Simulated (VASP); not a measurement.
# BiTe (Fm-3m) in VASP: notebook, part 2 of 2

VASP 6.6.1. The steps go on from the part before.

**3. Single point, PBEsol**

Input file INCAR:

```
SYSTEM = BiTe
PREC     = Accurate       ! precision mode
ENCUT    = 520            ! plane-wave cutoff, eV
EDIFF    = 1E-7           ! SCF threshold, eV
ISMEAR   = -1             ! smearing method
SIGMA    = 0.05           ! smearing width, eV
LREAL    = .False.        ! projectors in reciprocal space
LASPH    = .True.         ! aspherical terms in the spheres
NELM     = 80             ! most SCF steps
ALGO     = Normal         ! electronic algorithm
ISIF     = 2              ! what is computed and relaxed
LWAVE    = .False.        ! write WAVECAR
LCHARG   = .False.        ! write CHGCAR
GGA      = PS             ! functional
NBANDS   = 18             ! bands
```

Input file KPOINTS:

```
Automatic mesh
0
Gamma
  7 7 7
  0 0 0
```

Input file POSCAR:

```
BiTe
1.0
    0.0000000000      3.1912784242      3.1912784242
    3.1912784242      0.0000000000      3.1912784242
    3.1912784242      3.1912784242      0.0000000000
Bi Te
1 1
Direct
    0.0000000000      0.0000000000      0.0000000000
    0.5000000000      0.5000000000      0.5000000000
```

Potentials or basis: VASP PAW PBE potentials, release 64 (Bi_d, Te).

Launch:

```
> cat potpaw_PBE.64/Bi_d/POTCAR potpaw_PBE.64/Te/POTCAR > POTCAR
> mpirun -np 1 vasp_std > vasp.out
```

OUTCAR:

```text
SYSTEM = BiTe
   PREC = Accurate
   ENCUT = 520
   EDIFF = 1E-7
   ISMEAR = -1
   LREAL = .False.
   LASPH = .True.
   NELM = 80
   ISIF = 2
   GGA = PS

 ion  position               nearest neighbor table
   1  0.000  0.000  0.000-   2 3.19   2 3.19   2 3.19   2 3.19   2 3.19   2 3.19
   2  0.500  0.500  0.500-   1 3.19   1 3.19   1 3.19   1 3.19   1 3.19   1 3.19

  LATTYP: Found a face centered cubic cell.
 ALAT       =     6.3825568484

  Lattice vectors:

 A1 = (   0.0000000000,   3.1912784242,   3.1912784242)
 A2 = (   3.1912784242,   0.0000000000,   3.1912784242)
 A3 = (   3.1912784242,   3.1912784242,   0.0000000000)

Analysis of symmetry for initial positions (statically):
=====================================================================
 Subroutine PRICEL returns:
 Original cell was already a primitive cell.

 Routine SETGRP: Setting up the symmetry group for a
 face centered cubic supercell.

 Subroutine GETGRP returns: Found 48 space group operations
 (whereof 48 operations were pure point group operations)
 out of a pool of 48 trial point group operations.

The static configuration has the point symmetry O_h .

Analysis of symmetry for dynamics (positions and initial velocities):
=====================================================================
 Subroutine PRICEL returns:
 Original cell was already a primitive cell.

 Routine SETGRP: Setting up the symmetry group for a
 face centered cubic supercell.

 Subroutine GETGRP returns: Found 48 space group operations
 (whereof 48 operations were pure point group operations)
 out of a pool of 48 trial point group operations.

The dynamic configuration has the point symmetry O_h .

 Subroutine INISYM returns: Found 48 space group operations
 (whereof 48 operations are pure point group operations),
 and found     1 'primitive' translations

----------------------------------------------------------------------------------------

                                     Primitive cell

  volume of cell :      65.0016

  direct lattice vectors                    reciprocal lattice vectors
     0.000000000  3.191278424  3.191278424    -0.156677022  0.156677022  0.156677022
     3.191278424  0.000000000  3.191278424     0.156677022 -0.156677022  0.156677022
     3.191278424  3.191278424  0.000000000     0.156677022  0.156677022 -0.156677022

  length of vectors
     4.513149229  4.513149229  4.513149229     0.271372563  0.271372563  0.271372563

  position of ions in fractional coordinates (direct lattice)
     0.000000000  0.000000000  0.000000000
     0.500000000  0.500000000  0.500000000

  ion indices of the primitive-cell ions
   primitive index   ion index
                 1           1
                 2           2

----------------------------------------------------------------------------------------

 KPOINTS: Automatic mesh

Automatic generation of k-mesh.
 Grid dimensions read from file:
 generate k-points for:    7    7    7

 Generating k-lattice:

  Cartesian coordinates                     Fractional coordinates (reciprocal lattice)
    -0.022382432  0.022382432  0.022382432     0.142857143  0.000000000  0.000000000
     0.022382432 -0.022382432  0.022382432     0.000000000  0.142857143  0.000000000
     0.022382432  0.022382432 -0.022382432     0.000000000  0.000000000  0.142857143

  Length of vectors
     0.038767509  0.038767509  0.038767509

  Shift w.r.t. Gamma in fractional coordinates (k-lattice)
     0.000000000  0.000000000  0.000000000

 Subroutine IBZKPT returns following result:
 ===========================================

 Found     20 irreducible k-points:

 Following reciprocal coordinates:
            Coordinates               Weight
  0.000000  0.000000  0.000000      1.000000
  0.142857  0.000000  0.000000      8.000000
  0.285714  0.000000  0.000000      8.000000
  0.428571  0.000000  0.000000      8.000000
  0.142857  0.142857  0.000000      6.000000
  0.285714  0.142857  0.000000     24.000000
[... 12 lines left out ...]
 -0.428571  0.428571  0.142857     24.000000
 -0.285714  0.428571  0.142857     24.000000
   k-points           NKPTS =     20   k-points in BZ     NKDIM =     20   number of bands    NBANDS=     18
   number of dos      NEDOS =    301   number of ions     NIONS =      2
   total plane-waves  NPLWV =  46656
   dimension x,y,z NGX =    36 NGY =   36 NGZ =   36
   dimension x,y,z NGXF=    72 NGYF=   72 NGZF=   72
   ions per type =               1   1
   NGX,Y,Z   is equivalent  to a cutoff of  13.26, 13.26, 13.26 a.u.
   NGXF,Y,Z  is equivalent  to a cutoff of  26.52, 26.52, 26.52 a.u.
 SYSTEM =  BiTe
   PREC   = accura    normal or accurate (medium, high low for compatibility)
   ISTART =      0    job   : 0-new  1-cont  2-samecut
   ICHARG =      2    charge: 1-file 2-atom 10-const
   ISPIN  =      1    spin polarized calculation?
   LNONCOLLINEAR =      F non collinear calculations
   LSORBIT =      F    spin-orbit coupling
   LASPH  =      T    aspherical Exc in radial PAW
   ENCUT  =  520.0 eV  38.22 Ry    6.18 a.u.   8.39  8.39  8.39*2*pi/ulx,y,z
   NELM   =     80;   NELMIN=  2; NELMDL= -5     # of ELM steps
   EDIFF  = 0.1E-06   stopping-criterion for ELM
   LREAL  =      F    real-space projection
   EDIFFG = 0.1E-05   stopping-criterion for IOM
   NSW    =      0    number of steps for IOM
   IBRION =     -1    ionic relax: 0-MD 1-quasi-New 2-CG
   NFREE  =      0    steps in history (QN), initial steepest desc. (CG)
   ISIF   =      2    stress and relaxation
   ISYM   =      2    0-nonsym 1-usesym 2-fastsym
   POTIM  = 0.5000    time-step for ionic-motion
   TEBEG  =    0.0;   TEEND  =   0.0 temperature during run
   PSTRESS=    0.0 pullay stress
   NELECT =      21.0000    total number of electrons
   NUPDOWN=      -1.0000    fix difference up-down
   EMIN   =  10.00;   EMAX   =-10.00  energy-range for DOS
   EFERMI =   0.00;   METHOD = LEGACY
   ISMEAR =    -1;   SIGMA  =   0.05  broadening in eV -4-tet -1-fermi 0-gaus
   EFERMI_NEDOS =   21; number of points for ismear=-14 and -15
   IALGO  =     38    algorithm
   IMIX   =      4    mixing-type and parameters
     AMIX     =   0.40;   BMIX     =  1.00
     AMIX_MAG =   1.60;   BMIX_MAG =  1.00
  volume/ion in A,a.u.               =      32.50       219.33
  Fermi-wavevector in a.u.,A,eV,Ry     =   1.123328  2.122782 17.168725  1.261866
  Thomas-Fermi vector in A             =   2.259993
   LORBIT       =      0    0 simple, 1 ext, 2 COOP (PROOUT), +10 PAW based schemes
   GGA     = PS    functional components
   LHFCALC =     F    Hartree Fock is set to
   AEXX    =    0.0000 exact exchange contribution
   IVDW    =     0    specifies the selected vdW correction
   LEPSILON=     F    determine dielectric tensor
   LRPA    =     F    only Hartree local field effects (RPA)
 non-spin polarized calculation
  energy-cutoff  :      520.00
  volume of cell :       65.00
 maximum number of plane-waves:      1807
 NGX is ok and might be reduce to    36
   NGX = 17   NGY = 17   NGZ = 17

 number of electron      21.0000003 magnetization

 Free energy of the ion-electron system (eV)
  ---------------------------------------------------
  ext. energy  EPLUGINS =         0.00000000
  ---------------------------------------------------
  free energy    TOTEN  =        -7.96812689 eV

  energy without entropy =       -7.94621251  energy(sigma->0) =       -7.95716970

 E-fermi :   7.0316     XC(G=0):  -9.7731

 val. band max:        7.0300083331   @ k =   0.1429   0.1429   0.0000
 cond. band min:       7.0733391053   @ k =  -0.1429   0.1429   0.0000
 fundamental gap:      0.0433307722
 Fermi energy:         7.0316126120

 k-point     1 :       0.0000    0.0000    0.0000
  band No.  band energies     occupation
      1     -16.0856      2.00000
      2     -16.0856      2.00000
      3     -16.0790      2.00000
      4     -16.0790      2.00000
      5     -16.0790      2.00000
      6      -6.8280      2.00000
[... 10 lines left out ...]
     17      13.1873      0.00000
     18      13.3227      0.00000
[... 379 lines left out ...]
 k-point    20 :      -0.2857    0.4286    0.1429
  band No.  band energies     occupation
      1     -16.0976      2.00000
      2     -16.0855      2.00000
      3     -16.0763      2.00000
      4     -16.0729      2.00000
      5     -16.0668      2.00000
      6      -4.4018      2.00000
[... 10 lines left out ...]
     17      16.5291      0.00000
     18      17.4460      0.00000

------------------------ aborting loop because EDIFF is reached ----------------------------------------

  FORCE on cell =-STRESS in cart. coord.  units (eV):
  Direction    XX          YY          ZZ          XY          YZ          ZX
  --------------------------------------------------------------------------------------
  -------------------------------------------------------------------------------------
  Total        0.2035604      0.2035604      0.2035604      0.0000000      0.0000000      0.0000000
  in kB        5.0174123      5.0174123      5.0174123      0.0000000      0.0000000      0.0000000
  external PRESSURE =       5.0174123 kB  Pullay stress =       0.0000000 kB

 VOLUME and BASIS-vectors are now :
 -----------------------------------------------------------------------------
  energy-cutoff  :      520.00
  volume of cell :       65.00
      direct lattice vectors                 reciprocal lattice vectors
     0.000000000  3.191278424  3.191278424    -0.156677022  0.156677022  0.156677022
     3.191278424  0.000000000  3.191278424     0.156677022 -0.156677022  0.156677022
     3.191278424  3.191278424  0.000000000     0.156677022  0.156677022 -0.156677022

 POSITION                                       TOTAL-FORCE (eV/Angst)
 -----------------------------------------------------------------------------------
      0.00000      0.00000      0.00000        -0.000000     -0.000000     -0.000000
      3.19128      3.19128      3.19128         0.000000      0.000000      0.000000
 -----------------------------------------------------------------------------------
    total drift:                               -0.000000      0.000000      0.000000

  FREE ENERGIE OF THE ION-ELECTRON SYSTEM (eV)
  ---------------------------------------------------
  free  energy   TOTEN  =        -7.9681268933 eV

  energy  without entropy=       -7.9462125065  energy(sigma->0) =       -7.95716970
```

It took 36 s on 1 thread of Intel Xeon 8259CL, shared host; peak memory 0.21 GiB.

What came out:

```
Free energy            : -7.9681 eV
Pressure               : 0.5 GPa
Band gap on the k mesh : zero (an odd number of electrons rules out a gap without spin polarisation)
```

Levels at points of the mesh, in eV from the Fermi level:
```csv
k point,band 7,band 8,band 9,band 10,band 11,band 12,band 13,band 14
"(0.00, 0.00, 0.00)",-8.02,-2.67,-2.67,-2.67,2.20,2.20,2.20,4.54
```

Caveat: the PAW data sets were made with another functional, which shifts forces and pressure a little; spin-orbit coupling is left out, which moves the levels of the heavy elements.

**4. Single point, PBEsol**

This run uses another cell than the first one, of 34.53 Å³/atom.

Input file INCAR:

```
PREC     = Accurate       # precision mode
ENCUT    = 520            # plane-wave cutoff, eV
EDIFF    = 1E-7           # SCF threshold, eV
ISMEAR   = -1             # smearing method
SIGMA    = 0.05           # smearing width, eV
LREAL    = F              # projectors in reciprocal space
LASPH    = T              # aspherical terms in the spheres
NELM     = 60             # most SCF steps
ALGO     = Normal         # electronic algorithm
ISIF     = 2              # what is computed and relaxed
LWAVE    = F              # write WAVECAR
LCHARG   = F              # write CHGCAR
GGA      = PS             # functional
NBANDS   = 18             # bands
```

Input file KPOINTS:

```
regular mesh
0
Gamma
  7 7 7
```

Input file POSCAR:

```
BiTe
1.0
    0.0000000000      3.2564244654      3.2564244654
    3.2564244654      0.0000000000      3.2564244654
    3.2564244654      3.2564244654      0.0000000000
Bi Te
1 1
Direct
    0.0000000000      0.0000000000      0.0000000000
    0.5000000000      0.5000000000      0.5000000000
```

Launch:

```
> cat potpaw_PBE.64/Bi_d/POTCAR potpaw_PBE.64/Te/POTCAR > POTCAR
> mpirun -np 1 vasp_std > vasp.out
```

Wall time 37 s (1 thread of Intel Xeon 8259CL, shared host); peak memory 0.21 GiB.

It converged, with:

* Free energy: -7.9424 eV
* Pressure: -2.4 GPa
* Band gap on the k mesh: zero (an odd number of electrons rules out a gap without spin polarisation)

Levels at points of the mesh, in eV from the Fermi level:
| k point | band 6 | band 7 | band 8 | band 9 | band 10 | band 11 | band 12 | band 13 | band 14 | band 15 |
| --- | --- | --- | --- | --- | --- | --- | --- | --- | --- | --- |
| (0.00, 0.00, 0.00) | -13.42 | -8.23 | -2.49 | -2.49 | -2.49 | 2.09 | 2.09 | 2.09 | 4.65 | 4.65 |

Caveat: the PAW data sets were made with another functional, which shifts forces and pressure a little; spin-orbit coupling is left out, which moves the levels of the heavy elements.

**5. The runs side by side**

| level | potentials or basis | cell | gap on the mesh (eV) | pressure (GPa) |
| --- | --- | --- | --- | --- |
| LDA | VASP PAW LDA potentials, release 64 (Bi_d, Te) | a = 4.513 Å, angles 60.0°, 2 atoms | none | -0.6 |
| PBEsol | VASP PAW PBE potentials, release 64 (Bi_d, Te) | a = 4.513 Å, angles 60.0°, 2 atoms | none | 0.5 |
| PBEsol | VASP PAW PBE potentials, release 64 (Bi_d, Te) | a = 4.605 Å, angles 60.0°, 2 atoms | none | -2.4 |

Alike in all rows: task single point; no spin polarisation; k mesh 7 × 7 × 7; cutoff (eV) 520; smearing fermi-dirac 0.05 eV.

Caveats: spin-orbit coupling is left out, which moves the levels of the heavy elements; the PAW data sets were made with another functional, which shifts forces and pressure a little (at least some runs).

Absolute energies hang on the potentials; compare differences alone.
